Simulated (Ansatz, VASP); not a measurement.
Two plane-wave programs on BN

```
B N
1.0
     2.51218    0.00000    0.00000
    -1.25609    2.17561    0.00000
     0.00000    0.00000    8.34369
B N
2 2
Cartesian
  0.0000 1.4504 2.0859
  1.2561 0.7252 6.2578
  0.2785 1.1719 6.2578
  1.2561 0.7252 2.0859
```

Alike in both runs: task single point; functional PBE; k mesh 12 × 12 × 4; occupations gaussian, width 0.05 eV; no spin polarisation.

|  | VASP | Ansatz |
| --- | --- | --- |
| version | VASP 6.6.1 | Ansatz 0.2.0 |
| potentials or method | VASP PAW PBE potentials, release 64 (B, N), cutoff 520 eV | scalar-relativistic, plane waves, PAW |
| valence electrons in the cell | 16 | 16 |

```tsv
	VASP	Ansatz	Ansatz less VASP
gap on the k mesh at the Fermi level (eV)	2.70	2.72	+0.020
least direct gap on the mesh (eV)	2.90	2.91	+0.014
rms of the force components (eV/Å)	13.499	13.218	-0.2810
```

Atom by atom the forces differ by 0.282 eV/Å (rms over components).
